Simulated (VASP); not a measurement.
# Sr (Imma) in VASP: single point with LDA

Aim: the single point of Sr with LDA.

All numbers are computed with VASP 6.6.1; they aren't measurements. Logs are shortened: lines on timing, memory, paths and dates and some standing lists are left out, and cuts for length are marked.

### Step 1. The cell of the first run

It takes space group Imma (No. 74, orthorhombic). The conventional cell has a = 5.620 Å, b = 5.720 Å, c = 3.050 Å, α = 90.00°, β = 90.00°, γ = 90.00°. Within 3.8 Å of Sr (site symmetry mm2) lie 10 Sr at 2.91 to 3.66 Å.

### Step 2. Single point, LDA

File INCAR:

```
ALGO = Normal
EDIFF = 1E-6
ENCUT = 520
ISIF = 2
ISMEAR = -1
LASPH = True
LCHARG = False
LREAL = False
LWAVE = False
NBANDS = 17
NELM = 60
PREC = Accurate
SIGMA = 0.05
```

File KPOINTS:

```
k-points
0
Gamma
  11 11 11
```

File POSCAR:

```
Sr
1.0
   -2.8100000000      2.8600000000      1.5250000000
    2.8100000000     -2.8600000000      1.5250000000
    2.8100000000      2.8600000000     -1.5250000000
Sr
2
Direct
    0.3750000000      0.1250000000      0.2500000000
    0.6250000000      0.8750000000      0.7500000000
```

Potentials or basis: VASP PAW LDA potentials, release 64 (Sr_sv).

Launch:

```
$ cat potpaw_LDA.64/Sr_sv/POTCAR > POTCAR
$ mpirun -np 1 vasp_std > vasp.out
```

OUTCAR:

```text
EDIFF = 1E-6
   ENCUT = 520
   ISIF = 2
   ISMEAR = -1
   LASPH = True
   LREAL = False
   NELM = 60
   PREC = Accurate

 ion  position               nearest neighbor table
   1  0.375  0.125  0.250-   2 2.91   2 2.91   2 2.96   2 2.96   2 3.62   2 3.62   2 3.66   2 3.66
                             2 4.74   2 4.77
   2  0.625  0.875  0.750-   1 2.91   1 2.91   1 2.96   1 2.96   1 3.62   1 3.62   1 3.66   1 3.66
                             1 4.74   1 4.77

  LATTYP: Found a body centered orthorhombic cell.
 ALAT       =     3.0500000000
 B/A-ratio  =     1.8426229508
 C/A-ratio  =     1.8754098361

  Lattice vectors:

 A1 = (   2.8100000000,  -2.8600000000,   1.5250000000)
 A2 = (  -2.8100000000,  -2.8600000000,  -1.5250000000)
 A3 = (   2.8100000000,   2.8600000000,  -1.5250000000)

Analysis of symmetry for initial positions (statically):
=====================================================================
 Subroutine PRICEL returns:
 Original cell was already a primitive cell.

 Routine SETGRP: Setting up the symmetry group for a
 body centered orthorhombic supercell.

 Subroutine GETGRP returns: Found  8 space group operations
 (whereof  4 operations were pure point group operations)
 out of a pool of  8 trial point group operations.

The static configuration has the point symmetry C_2h.
 The point group associated with its full space group is D_2h.

Analysis of symmetry for dynamics (positions and initial velocities):
=====================================================================
 Subroutine PRICEL returns:
 Original cell was already a primitive cell.

 Routine SETGRP: Setting up the symmetry group for a
 body centered orthorhombic supercell.

 Subroutine GETGRP returns: Found  8 space group operations
 (whereof  4 operations were pure point group operations)
 out of a pool of  8 trial point group operations.

The dynamic configuration has the point symmetry C_2h.
 The point group associated with its full space group is D_2h.

 Subroutine INISYM returns: Found  8 space group operations
 (whereof  4 operations are pure point group operations),
 and found     1 'primitive' translations

----------------------------------------------------------------------------------------

                                     Primitive cell

  volume of cell :      49.0233

  direct lattice vectors                    reciprocal lattice vectors
    -2.810000000  2.860000000  1.525000000     0.000000000  0.174825175  0.327868852
     2.810000000 -2.860000000  1.525000000     0.177935943  0.000000000  0.327868852
     2.810000000  2.860000000 -1.525000000     0.177935943  0.174825175  0.000000000

  length of vectors
     4.289676561  4.289676561  4.289676561     0.371566718  0.373040459  0.249449477

  position of ions in fractional coordinates (direct lattice)
     0.375000000  0.125000000  0.250000000
     0.625000000  0.875000000  0.750000000

  ion indices of the primitive-cell ions
   primitive index   ion index
                 1           1
                 2           2

----------------------------------------------------------------------------------------

 KPOINTS: k-points

Automatic generation of k-mesh.
 Grid dimensions read from file:
 generate k-points for:   11   11   11

 Generating k-lattice:

  Cartesian coordinates                     Fractional coordinates (reciprocal lattice)
     0.000000000  0.015893198  0.029806259     0.090909091  0.000000000 -0.000000000
     0.016175995  0.000000000  0.029806259     0.000000000  0.090909091  0.000000000
     0.016175995  0.015893198  0.000000000    -0.000000000  0.000000000  0.090909091

  Length of vectors
     0.033778793  0.033912769  0.022677225

  Shift w.r.t. Gamma in fractional coordinates (k-lattice)
     0.000000000  0.000000000  0.000000000

 Subroutine IBZKPT returns following result:
 ===========================================

 Found    216 irreducible k-points:

 Following reciprocal coordinates:
            Coordinates               Weight
  0.000000  0.000000  0.000000      1.000000
  0.090909  0.000000  0.000000      4.000000
  0.181818  0.000000  0.000000      4.000000
  0.272727  0.000000  0.000000      4.000000
  0.363636 -0.000000  0.000000      4.000000
  0.454545 -0.000000  0.000000      4.000000
[... 16 lines left out ...]
  0.454545  0.181818  0.000000      8.000000
 -0.454545  0.181818  0.000000      8.000000
 [... further k-points ...]
   k-points           NKPTS =    216   k-points in BZ     NKDIM =    216   number of bands    NBANDS=     17
   number of dos      NEDOS =    301   number of ions     NIONS =      2
   total plane-waves  NPLWV =  32768
   dimension x,y,z NGX =    32 NGY =   32 NGZ =   32
   dimension x,y,z NGXF=    64 NGYF=   64 NGZF=   64
   ions per type =               2
   NGX,Y,Z   is equivalent  to a cutoff of  12.40, 12.40, 12.40 a.u.
   NGXF,Y,Z  is equivalent  to a cutoff of  24.80, 24.80, 24.80 a.u.
 SYSTEM =  unknown system
   PREC   = accura    normal or accurate (medium, high low for compatibility)
   ISTART =      0    job   : 0-new  1-cont  2-samecut
   ICHARG =      2    charge: 1-file 2-atom 10-const
   ISPIN  =      1    spin polarized calculation?
   LNONCOLLINEAR =      F non collinear calculations
   LSORBIT =      F    spin-orbit coupling
   LASPH  =      T    aspherical Exc in radial PAW
   ENCUT  =  520.0 eV  38.22 Ry    6.18 a.u.   7.98  7.98  7.98*2*pi/ulx,y,z
   NELM   =     60;   NELMIN=  2; NELMDL= -5     # of ELM steps
   EDIFF  = 0.1E-05   stopping-criterion for ELM
   LREAL  =      F    real-space projection
   EDIFFG = 0.1E-04   stopping-criterion for IOM
   NSW    =      0    number of steps for IOM
   IBRION =     -1    ionic relax: 0-MD 1-quasi-New 2-CG
   NFREE  =      0    steps in history (QN), initial steepest desc. (CG)
   ISIF   =      2    stress and relaxation
   ISYM   =      2    0-nonsym 1-usesym 2-fastsym
   POTIM  = 0.5000    time-step for ionic-motion
   TEBEG  =    0.0;   TEEND  =   0.0 temperature during run
   PSTRESS=    0.0 pullay stress
   NELECT =      20.0000    total number of electrons
   NUPDOWN=      -1.0000    fix difference up-down
   EMIN   =  10.00;   EMAX   =-10.00  energy-range for DOS
   EFERMI =   0.00;   METHOD = LEGACY
   ISMEAR =    -1;   SIGMA  =   0.05  broadening in eV -4-tet -1-fermi 0-gaus
   EFERMI_NEDOS =   21; number of points for ismear=-14 and -15
   IALGO  =     38    algorithm
   IMIX   =      4    mixing-type and parameters
     AMIX     =   0.40;   BMIX     =  1.00
     AMIX_MAG =   1.60;   BMIX_MAG =  1.00
  volume/ion in A,a.u.               =      24.51       165.41
  Fermi-wavevector in a.u.,A,eV,Ry     =   1.214183  2.294473 20.058253  1.474240
  Thomas-Fermi vector in A             =   2.349611
   LORBIT       =      0    0 simple, 1 ext, 2 COOP (PROOUT), +10 PAW based schemes
   GGA     = CA    functional components
   LHFCALC =     F    Hartree Fock is set to
   AEXX    =    0.0000 exact exchange contribution
   IVDW    =     0    specifies the selected vdW correction
   LEPSILON=     F    determine dielectric tensor
   LRPA    =     F    only Hartree local field effects (RPA)
 non-spin polarized calculation
  energy-cutoff  :      520.00
  volume of cell :       49.02
 maximum number of plane-waves:      1342
   NGX = 15   NGY = 15   NGZ = 15

 number of electron      20.0000000 magnetization

 Free energy of the ion-electron system (eV)
  ---------------------------------------------------
  ext. energy  EPLUGINS =         0.00000000
  ---------------------------------------------------
  free energy    TOTEN  =        -1.37990860 eV

  energy without entropy =       -1.37098575  energy(sigma->0) =       -1.37544717

 E-fermi :   4.9697     XC(G=0): -10.5707

 val. band max:        4.9371049666   @ k =  -0.3636  -0.3636   0.2727
 cond. band min:       4.9716917508   @ k =  -0.1818  -0.1818   0.0909
 fundamental gap:      0.0345867842
 Fermi energy:         4.9696612295

 k-point     1 :       0.0000    0.0000    0.0000
  band No.  band energies     occupation
      1     -30.9712      2.00000
      2     -30.1733      2.00000
      3     -13.9134      2.00000
      4     -13.7277      2.00000
      5     -11.8104      2.00000
      6     -11.7897      2.00000
[... 9 lines left out ...]
     16      10.6512      0.00000
     17      10.6725      0.00000

 k-point     2 :       0.0909    0.0000    0.0000
  band No.  band energies     occupation
      1     -30.9379      2.00000
      2     -30.1673      2.00000
      3     -13.8954      2.00000
      4     -13.6631      2.00000
      5     -12.0181      2.00000
      6     -11.9711      2.00000
[... 9 lines left out ...]
     16      11.8907      0.00000
     17      11.9631      0.00000

 k-point     3 :       0.1818    0.0000    0.0000
  band No.  band energies     occupation
      1     -30.8459      2.00000
      2     -30.1527      2.00000
      3     -13.8453      2.00000
      4     -13.4971      2.00000
      5     -12.5252      2.00000
      6     -12.3797      2.00000
[... 9 lines left out ...]
     16      10.7737      0.00000
     17      11.4663      0.00000

 k-point     4 :       0.2727    0.0000    0.0000
  band No.  band energies     occupation
      1     -30.7176      2.00000
      2     -30.1380      2.00000
      3     -13.7756      2.00000
      4     -13.3978      2.00000
      5     -13.0772      2.00000
      6     -12.7869      2.00000
[... 9 lines left out ...]
     16      10.1902      0.00000
     17      10.4751      0.00000
[... 343 lines left out ...]
      1     -30.4669      2.00000
      2     -30.1726      2.00000
      3     -14.1135      2.00000
      4     -13.6645      2.00000
      5     -13.4464      2.00000
      6     -12.8862      2.00000
[... 9 lines left out ...]
     16      10.6079      0.00000
     17      11.6465      0.00000

 k-point    23 :       0.4545    0.1818    0.0000
  band No.  band energies     occupation
      1     -30.5027      2.00000
      2     -30.2189      2.00000
      3     -13.9305      2.00000
      4     -13.4790      2.00000
      5     -13.4578      2.00000
      6     -12.7099      2.00000
[... 9 lines left out ...]
     16      10.7603      0.00000
     17      11.2328      0.00000

 k-point    24 :      -0.4545    0.1818    0.0000
  band No.  band energies     occupation
      1     -30.6118      2.00000
      2     -30.2457      2.00000
      3     -13.7783      2.00000
      4     -13.2939      2.00000
      5     -13.1315      2.00000
      6     -12.5249      2.00000
[... 9 lines left out ...]
     16       9.9577      0.00000
     17      11.1511      0.00000

 [... further k-points ...]

------------------------ aborting loop because EDIFF is reached ----------------------------------------

  FORCE on cell =-STRESS in cart. coord.  units (eV):
  Direction    XX          YY          ZZ          XY          YZ          ZX
  --------------------------------------------------------------------------------------
  -------------------------------------------------------------------------------------
  Total        7.2262315      6.4188044      7.1623651      0.0000000     -0.0000000      0.0000000
  in kB      236.1675727    209.7792532    234.0802928      0.0000000     -0.0000000      0.0000000
  external PRESSURE =     226.6757062 kB  Pullay stress =       0.0000000 kB

 VOLUME and BASIS-vectors are now :
 -----------------------------------------------------------------------------
  energy-cutoff  :      520.00
  volume of cell :       49.02
      direct lattice vectors                 reciprocal lattice vectors
    -2.810000000  2.860000000  1.525000000     0.000000000  0.174825175  0.327868852
     2.810000000 -2.860000000  1.525000000     0.177935943  0.000000000  0.327868852
     2.810000000  2.860000000 -1.525000000     0.177935943  0.174825175  0.000000000

 POSITION                                       TOTAL-FORCE (eV/Angst)
 -----------------------------------------------------------------------------------
      0.00000      1.43000      0.38125        -0.000000     -0.000000     -0.006621
      2.81000      1.43000      1.14375         0.000000      0.000000      0.006621
 -----------------------------------------------------------------------------------
    total drift:                                0.000000     -0.000000      0.000000

  FREE ENERGIE OF THE ION-ELECTRON SYSTEM (eV)
  ---------------------------------------------------
  free  energy   TOTEN  =        -1.3799085954 eV

  energy  without entropy=       -1.3709857480  energy(sigma->0) =       -1.37544717
```

Run time: 3.3 min. Hardware: 1 thread of Intel Xeon 8259CL, shared host; peak memory 0.27 GiB.

Results:

```yaml
Free_energy: -1.3799 eV
Pressure: 22.7 GPa
Largest_force: 0.007 eV/Å
Band_gap_on_the_k_mesh: zero (bands 10 and 11 overlap by 0.95 eV)
```

Forces in eV/Å, atoms in the order of the input:
```
Sr   0.000  0.000 -0.007
Sr   0.000  0.000  0.007
```

Stress tensor (GPa, compression positive):
```
23.62  0.00  0.00
 0.00 20.98  0.00
 0.00  0.00 23.41
```

Levels at points of the mesh, in eV from the Fermi level:
| k point | band 7 | band 8 | band 9 | band 10 | band 11 | band 12 | band 13 | band 14 |
| --- | --- | --- | --- | --- | --- | --- | --- | --- |
| (0.00, 0.00, 0.00) | -16.75 | -16.63 | -3.74 | -2.42 | 0.58 | 0.68 | 1.69 | 5.17 |

Caveat: the cell stands under pressure.

The gap in the log of VASP goes by the Fermi energy; the results here count the filled bands.